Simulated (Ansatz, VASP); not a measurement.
One calculation of V, two programs

```
V
1.0
    -1.49442    1.49442    1.49442
     1.49442   -1.49442    1.49442
     1.49442    1.49442   -1.49442
V
1
Cartesian
  0.0000 0.0000 0.0000
```

Alike in both runs: task relaxation of cell and atoms; functional PBE; k mesh 20 × 20 × 20; occupations gaussian, width 0.1 eV; no spin polarisation.

|  | VASP | Ansatz |
| --- | --- | --- |
| version | VASP 6.6.1 | Ansatz 0.2.0 |
| potentials or method | VASP PAW PBE potentials, release 64 (V_sv), cutoff 600 eV | scalar-relativistic, plane waves, PAW |
| valence electrons in the cell | 13 | 13 |

|  | VASP | Ansatz | Ansatz less VASP |
| --- | --- | --- | --- |
| gap on the k mesh at the Fermi level, each at its own relaxed structure (eV) | none | none | - |
| relaxed volume (Å³/atom) | 13.47 | 13.47 | -0.007 |
| relaxed length of the cell vector where the two differ most in proportion (Å) | 2.596 | 2.596 | -0.0005 |

A gap of «none» marks a metal or a gap that the smearing closes.
